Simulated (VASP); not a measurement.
# SnO2 (P1) in VASP: notebook

The runs below take SnO2 through single point, with PBE.

Program: VASP 6.6.1. These are calculated values, not measurements. Logs are shortened: lines on timing, memory, paths and dates and some standing lists are left out, and cuts for length are marked.

## (1) The cell of the first run

The typed cell holds 18 atoms: a = 5.676 Å, b = 5.872 Å, c = 8.974 Å, α = 81.21°, β = 71.57°, γ = 61.10°.

## (2) Single point, PBE (dynamics (nvt nose hoover) at 450 K, volume x 1.01, from the last frame before)

INCAR reads:

```
PREC = Accurate ; ENCUT = 520
EDIFF = 1E-6 ; ISMEAR = -1
SIGMA = 0.0388 ; LREAL = Auto
LASPH = True ; NELM = 60
ALGO = Normal ; ISIF = 2
LWAVE = False ; LCHARG = True
GGA = PE ; LELF = True
LVHAR = True ; NBANDS = 93
```

KPOINTS reads:

```
Automatic mesh
0
Gamma
  2 2 2
  0.5 0.5 0.5
```

POSCAR reads:

```
SnO2
1.0
   -4.0134268125     -4.0134268125      0.0000000000
   -2.0067134062     -2.0067134062      5.1407011698
   -8.0268536249      4.0134268125      0.0000000000
Sn O
6 12
Direct
    0.0723999157      0.5089434133      0.8275452596
    0.7492534629      0.4968555681      0.5050513592
    0.4262015381      0.4918282383      0.1677638665
    0.6570356313      0.0074408138      0.6652389902
    0.3321948682     -0.0090061644      0.3316818924
    0.0052742826      0.0037662178      0.0070397862
    0.8993065473      0.6043988743      0.6450558224
    0.5349529301      0.5815521854      0.3402207300
    0.2523505038      0.5971023988      0.9732230957
    0.8551502270      0.9080031781      0.8440570012
    0.5205667042      0.9019168489      0.5142288863
    0.2441497554      0.9025383594      0.1516748725
    0.4660697632      0.4149546783      0.6738784900
    0.1336911204      0.4028857021      0.3210813918
    0.7987811814      0.4082552031      1.0018189412
    0.2711466050      0.1039115059      0.8379763289
    0.9488292762      0.0835526100      0.4886128717
    0.6316966871      0.0922027919      0.1761091040
```

Potentials or basis: VASP PAW PBE potentials, release 64 (Sn_d, O).

Run with:

```sh
cat potpaw_PBE.64/Sn_d/POTCAR potpaw_PBE.64/O/POTCAR > POTCAR
mpirun -np 1 vasp_std > vasp.out
```

OUTCAR:

```text
PREC = Accurate
   ENCUT = 520
   EDIFF = 1E-6
   ISMEAR = -1
   LREAL = Auto
   LASPH = True
   NELM = 60
   ISIF = 2
   GGA = PE

 ion  position               nearest neighbor table
   1  0.072  0.509  0.828-   7 2.04  10 2.06  15 2.07  13 2.07  16 2.08   9 2.14   4 3.23   4 3.26
                             6 3.28   6 3.34
   2  0.749  0.497  0.505-  13 2.02   7 2.04   8 2.06  11 2.09  17 2.13  14 2.15   4 3.21   4 3.26
                             5 3.28   5 3.29
   3  0.426  0.492  0.168-  14 2.02  15 2.04   8 2.05  18 2.06  12 2.12   9 2.14   6 3.20   5 3.22
                             6 3.28   5 3.29
   4  0.657  0.007  0.665-  11 2.05  17 2.07   7 2.09  10 2.10  13 2.10  16 2.11   2 3.21   1 3.23
                             1 3.26   2 3.26
   5  0.332  0.991  0.332-  12 2.04  17 2.04  11 2.10  18 2.10   8 2.11  14 2.12   3 3.22   2 3.28
                             3 3.29   2 3.29
   6  0.005  0.004  0.007-  12 1.99  16 2.02  18 2.05  15 2.08   9 2.12  10 2.16   3 3.20   3 3.28
                             1 3.28   1 3.34
   7  0.899  0.604  0.645-   2 2.04   1 2.04   4 2.09
   8  0.535  0.582  0.340-   3 2.05   2 2.06   5 2.11
   9  0.252  0.597  0.973-   6 2.12   3 2.14   1 2.14
  10  0.855  0.908  0.844-   1 2.06   4 2.10   6 2.16
  11  0.521  0.902  0.514-   4 2.05   2 2.09   5 2.10
  12  0.244  0.903  0.152-   6 1.99   5 2.04   3 2.12
  13  0.466  0.415  0.674-   2 2.02   1 2.07   4 2.10
  14  0.134  0.403  0.321-   3 2.02   5 2.12   2 2.15
  15  0.799  0.408  0.002-   3 2.04   1 2.07   6 2.08
  16  0.271  0.104  0.838-   6 2.02   1 2.08   4 2.11
  17  0.949  0.084  0.489-   5 2.04   4 2.07   2 2.13
  18  0.632  0.092  0.176-   6 2.05   3 2.06   5 2.10

  LATTYP: Found a face centered orthorhombic cell.
 ALAT       =     5.6758426298
 B/A-ratio  =     1.8114318895
 C/A-ratio  =     3.0000000000

  Lattice vectors:

 A1 = (  -6.0201402186,   6.0201402188,   5.1407011698)
 A2 = (  -8.0268536249,   4.0134268125,   0.0000000000)
 A3 = (  -2.0067134062,  -2.0067134062,   5.1407011698)

Analysis of symmetry for initial positions (statically):
=====================================================================
 Subroutine PRICEL returns:
 Original cell was already a primitive cell.

 Routine SETGRP: Setting up the symmetry group for a
 face centered orthorhombic supercell.

 Subroutine GETGRP returns: Found  1 space group operations
 (whereof  1 operations were pure point group operations)
 out of a pool of  8 trial point group operations.

The static configuration has the point symmetry C_1 .
[... 140 lines left out ...]
   IBRION =     -1    ionic relax: 0-MD 1-quasi-New 2-CG
   NFREE  =      0    steps in history (QN), initial steepest desc. (CG)
   ISIF   =      2    stress and relaxation
   ISYM   =      2    0-nonsym 1-usesym 2-fastsym
   POTIM  = 0.5000    time-step for ionic-motion
   TEBEG  =    0.0;   TEEND  =   0.0 temperature during run
   PSTRESS=    0.0 pullay stress
   NELECT =     156.0000    total number of electrons
   NUPDOWN=      -1.0000    fix difference up-down
   EMIN   =  10.00;   EMAX   =-10.00  energy-range for DOS
   EFERMI =   0.00;   METHOD = LEGACY
   ISMEAR =    -1;   SIGMA  =   0.04  broadening in eV -4-tet -1-fermi 0-gaus
   EFERMI_NEDOS =   21; number of points for ismear=-14 and -15
   IALGO  =     38    algorithm
   IMIX   =      4    mixing-type and parameters
     AMIX     =   0.40;   BMIX     =  1.00
     AMIX_MAG =   1.60;   BMIX_MAG =  1.00
  volume/ion in A,a.u.               =      13.80        93.13
  Fermi-wavevector in a.u.,A,eV,Ry     =   1.401925  2.649255 26.740823  1.965395
  Thomas-Fermi vector in A             =   2.524738
   LORBIT       =      0    0 simple, 1 ext, 2 COOP (PROOUT), +10 PAW based schemes
   GGA     = PE    functional components
   LHFCALC =     F    Hartree Fock is set to
   AEXX    =    0.0000 exact exchange contribution
   IVDW    =     0    specifies the selected vdW correction
   LEPSILON=     F    determine dielectric tensor
   LRPA    =     F    only Hartree local field effects (RPA)
 non-spin polarized calculation
  energy-cutoff  :      520.00
  volume of cell :      248.41
 maximum number of plane-waves:      6703
 NGX is ok and might be reduce to    42
   NGX = 21   NGY = 21   NGZ = 33

 number of electron     156.0000006 magnetization

 Free energy of the ion-electron system (eV)
  ---------------------------------------------------
  ext. energy  EPLUGINS =         0.00000000
  ---------------------------------------------------
  free energy    TOTEN  =      -110.24513014 eV

  energy without entropy =     -110.24513014  energy(sigma->0) =     -110.24513014

 E-fermi :   5.0877     XC(G=0): -10.2539

 val. band max:        4.0949192285   @ k =  -0.2500   0.2500   0.2500
 cond. band min:       6.6886146515   @ k =  -0.2500   0.0000  -0.2500
 fundamental gap:      2.5936954230
 Fermi energy:         5.0876778957

 k-point     1 :       0.2500    0.2500    0.2500
  band No.  band energies     occupation
      1     -16.5338      2.00000
      2     -16.4496      2.00000
      3     -16.3730      2.00000
      4     -16.3002      2.00000
      5     -16.2475      2.00000
      6     -16.1417      2.00000
[... 1477 lines left out ...]
     89      12.6899      0.00000
     90      13.0109      0.00000
 [bands above 90 left out]

------------------------ aborting loop because EDIFF is reached ----------------------------------------

  FORCE on cell =-STRESS in cart. coord.  units (eV):
  Direction    XX          YY          ZZ          XY          YZ          ZX
  --------------------------------------------------------------------------------------
  -------------------------------------------------------------------------------------
  Total        6.2661713      8.0986230      6.8361527      0.3063914      1.3459749      0.1932870
  in kB       40.4146236     52.2332992     44.0908050      1.9761182      8.6810698      1.2466340
  external PRESSURE =      45.5795759 kB  Pullay stress =       0.0000000 kB

 VOLUME and BASIS-vectors are now :
 -----------------------------------------------------------------------------
  energy-cutoff  :      520.00
  volume of cell :      248.41
      direct lattice vectors                 reciprocal lattice vectors
    -4.013426812 -4.013426812  0.000000000    -0.083054544 -0.166109088 -0.097262997
    -2.006713406 -2.006713406  5.140701170     0.000000000  0.000000000  0.194525993
    -8.026853625  4.013426812  0.000000000    -0.083054544  0.083054544  0.000000000

 POSITION                                       TOTAL-FORCE (eV/Angst)
 -----------------------------------------------------------------------------------
     -7.95446      2.00942      2.61633        -1.460827      0.092495      0.051661
     -8.05809     -1.97713      2.55419         0.585476     -0.929034     -0.197879
     -4.04410     -2.02418      2.52834         1.012598     -0.327496      0.591084
     -7.99167      0.01799      0.03825        -0.601274      0.486875      0.162571
     -5.98424     -1.99070      5.09440        -0.619565     -0.463842      0.313124
     -0.08523     -0.00047      0.01936         1.622198     -0.032889     -0.858477
[... 10 lines left out ...]
     -7.89775     -2.01471      0.42952        -0.173432      0.382045      0.674586
     -4.13389     -2.01349      0.47399        -0.140558      0.153135     -0.705085
 -----------------------------------------------------------------------------------
    total drift:                                0.002569     -0.001874      0.002447

  FREE ENERGIE OF THE ION-ELECTRON SYSTEM (eV)
  ---------------------------------------------------
  free  energy   TOTEN  =      -110.2451301404 eV

  energy  without entropy=     -110.2451301404  energy(sigma->0) =     -110.24513014
```

Run time: 5.9 min. Hardware: 1 thread of Intel Xeon 6975P-C (Granite Rapids), shared host; peak memory 0.48 GiB.

Results:

```yaml
Free_energy: -110.2451 eV
Pressure: 4.6 GPa
Largest_force: 1.836 eV/Å
Band_gap_on_the_k_mesh: 2.59 eV, indirect (least direct gap 2.62 eV)
```

Forces in eV/Å, atoms in the order of the input:
```
Sn  -1.461  0.092  0.052
Sn   0.585 -0.929 -0.198
Sn   1.013 -0.327  0.591
Sn  -0.601  0.487  0.163
Sn  -0.620 -0.464  0.313
Sn   1.622 -0.033 -0.858
O   -0.182  0.212 -0.518
O    0.178 -0.106  0.452
O   -0.119  0.994  0.041
O    0.056 -0.132  0.410
O    0.515 -0.159  0.364
O   -1.136  0.343 -0.301
O    0.238 -0.201 -0.692
O    0.042  1.229 -0.042
O   -0.186 -0.141  0.165
O    0.370 -1.401  0.088
O   -0.173  0.382  0.675
O   -0.141  0.153 -0.705
```

Stress tensor (GPa, compression positive):
```
4.04 0.20 0.12
0.20 5.22 0.87
0.12 0.87 4.41
```

Levels at points of the mesh, in eV from the valence-band top:
| k point | band 74 | band 75 | band 76 | band 77 | band 78 | band 79 | band 80 | band 81 | band 82 | band 83 |
| --- | --- | --- | --- | --- | --- | --- | --- | --- | --- | --- |
| (0.25, 0.25, 0.25) | -0.58 | -0.44 | -0.37 | -0.24 | -0.07 | 2.61 | 4.75 | 5.18 | 5.24 | 6.01 |

Caveat: the k points lie up to 0.66 Å⁻¹ apart; spin-orbit coupling is left out, which moves the levels of the heavy elements; forces of over 1 eV/Å act on the atoms, so gaps and moduli don't describe the material at rest. A k mesh can miss the band edges.

## (3) Single point, PBE (dynamics (nvt nose hoover) at 450 K, volume x 1.01, from the last frame before)

INCAR reads:

```
SYSTEM = SnO2
PREC = Accurate ; ENCUT = 520
EDIFF = 1E-6 ; ISMEAR = -1
SIGMA = 0.0388 ; LREAL = Auto
LASPH = .True. ; NELM = 60
ALGO = Normal ; ISIF = 2
LWAVE = .False. ; LCHARG = .False.
GGA = PE ; NBANDS = 93
```

KPOINTS is that of step 2.

POSCAR reads:

```
SnO2
1.0
   -4.0134268125     -4.0134268125      0.0000000000
   -2.0067134062     -2.0067134062      5.1407011698
   -8.0268536249      4.0134268125      0.0000000000
Sn O
6 12
Direct
    0.0743563627      0.5196102461      0.8300668786
    0.7520194011      0.4963624447      0.5003424988
    0.4271223233      0.4872372303      0.1647902647
    0.6504700844      0.0108259551      0.6667079759
    0.3350393969     -0.0115702115      0.3355710875
    0.0139481661     -0.0043844214      0.0022346656
    0.9117627572      0.5955815946      0.6449584825
    0.5223101681      0.5898386037      0.3385223476
    0.2102785561      0.5969500849      0.9970694671
    0.8400841750      0.9292411370      0.8499111008
    0.5051390739      0.9082947726      0.5166549926
    0.2499178720      0.8897714240      0.1523703712
    0.4684516054      0.4090599571      0.6733356455
    0.1099752760      0.4079359859      0.3168963563
    0.8153319078      0.4065093323      1.0103778781
    0.2616273285      0.1083515617      0.8199383770
    0.9289810772      0.0999083555      0.4910003576
    0.6542082652      0.0727941554      0.1910918115
```

Potentials or basis: VASP PAW PBE potentials, release 64 (Sn_d, O).

Run with:

```sh
cat potpaw_PBE.64/Sn_d/POTCAR potpaw_PBE.64/O/POTCAR > POTCAR
mpirun -np 1 vasp_std > vasp.out
```

Run time: 6.1 min. Hardware: 1 thread of Intel Xeon 6975P-C (Granite Rapids), shared host; peak memory 0.48 GiB.

The run converged. Its results:

| Quantity | Value |
| --- | --- |
| Free energy | -110.3310 eV |
| Pressure | 3.6 GPa |
| Largest force | 1.194 eV/Å |
| Band gap on the k mesh | 2.68 eV, indirect (least direct gap 2.77 eV) |

Forces in eV/Å, atoms in the order of the input:
```
Sn  -0.454  0.387 -0.482
Sn   0.381 -0.062  0.670
Sn  -0.224  0.219 -0.442
Sn  -0.231 -0.105 -0.640
Sn   0.744 -0.062  0.932
Sn   0.302  0.328  0.829
O    0.252  0.491  0.642
O   -0.497  0.196 -0.238
O    0.505 -0.260 -0.552
O    0.479 -0.171 -0.594
O   -0.447 -0.224 -0.445
O   -0.749 -0.068  0.533
O   -0.206  0.029  0.560
O   -0.342 -0.556 -0.642
O    0.404  0.391 -0.092
O   -0.224 -0.146 -0.193
O   -0.181 -0.468 -0.635
O    0.489  0.079  0.790
```

Stress tensor (GPa, compression positive):
```
 4.32 -0.42 -0.10
-0.42  2.95  0.49
-0.10  0.49  3.59
```

Levels at points of the mesh, in eV from the valence-band top:
```
           k point  band 74  band 75  band 76  band 77  band 78  band 79  band 80  band 81  band 82  band 83
(0.25, 0.25, 0.25)    -0.42    -0.33    -0.23    -0.17    -0.10     2.69     4.75     5.22     5.38     6.00
```

Caveat: the k points lie up to 0.66 Å⁻¹ apart; spin-orbit coupling is left out, which moves the levels of the heavy elements; forces of over 1 eV/Å act on the atoms, so gaps and moduli don't describe the material at rest. A k mesh can miss the band edges.
